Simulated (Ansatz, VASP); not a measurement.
## MgO in VASP and in Ansatz

```
CELL_PARAMETERS angstrom
0.00000 2.12450 2.12450
2.12450 0.00000 2.12450
2.12450 2.12450 0.00000
ATOMIC_POSITIONS crystal
Mg 0.00000 0.00000 0.00000
O 0.50000 0.50000 0.50000
```

Alike in both runs: task single point; functional PBEsol; k mesh 8 × 8 × 8; occupations gaussian, width 0.1 eV; no spin polarisation.

|  | VASP | Ansatz |
| --- | --- | --- |
| version | VASP 6.6.1 | Ansatz 0.2.0 |
| potentials or method | VASP PAW PBE potentials, release 64 (Mg, O), cutoff 520 eV | scalar-relativistic, plane waves, PAW |
| valence electrons in the cell | 8 | 16 |

Ansatz gave:

- gap on the k mesh at the Fermi level (eV): 4.39
- least direct gap on the mesh (eV): 4.39
- pressure (GPa): -3.6

Task: Estimate VASP's values.

Result: gap on the k mesh at the Fermi level (eV): 4.39; least direct gap on the mesh (eV): 4.39; pressure (GPa): -4.2.

VASP's potentials were made for PBE, not for PBEsol, and Ansatz warns of the same on its side. VASP's potentials hold 8 valence electrons a cell and Ansatz's 16, so a difference there can come from the potentials and not from the codes.
